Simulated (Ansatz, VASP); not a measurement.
**One calculation of SiO2, two programs**

```xyz
6
Lattice="-2.3496 2.3496 3.8392 2.3496 -2.3496 3.8392 2.3496 2.3496 -3.8392" Properties=species:S:1:pos:R:3 pbc="T T T"
Si    0.0000    0.0000    0.0000
Si    0.0000    2.3496    1.9196
O     1.1748    2.8109    2.8794
O     0.4613    1.1748    0.9598
O    -1.1748    1.8883    2.8794
O    -0.4613    3.5244    0.9598
```

Change from the starting cell: strain -0.050 along x and y, +0.050 along z, atoms carried along.

Alike in both runs: task single point; functional r2SCAN; k mesh 6 × 6 × 6; occupations gaussian, width 0.05 eV; no spin polarisation.

|  | VASP | Ansatz |
| --- | --- | --- |
| version | VASP 6.6.1 | Ansatz 0.2.0 |
| potentials or method | VASP PAW PBE potentials, release 64 (Si, O), cutoff 520 eV | scalar-relativistic, plane waves, PAW |
| valence electrons in the cell | 32 | 32 |

VASP gave:

| Item | Value |
| --- | --- |
| gap on the k mesh at the Fermi level (eV) | 6.62 |
| least direct gap on the mesh (eV) | 6.62 |
| pressure (GPa) | 9.5 |
| traceless stress, the component that is largest in VASP (GPa) | -3.85 |
| rms of the force components (eV/Å) | 0.360 |

Task: Which values does Ansatz return?

Result: gap on the k mesh at the Fermi level (eV): 6.62; least direct gap on the mesh (eV): 6.62; pressure (GPa): 9.3; traceless stress, the component that is largest in VASP (GPa): -3.93; rms of the force components (eV/Å): 0.360.

VASP's potentials were made for PBE, not for r2SCAN. Atom by atom the forces differ by 0.001 eV/Å (rms over components).
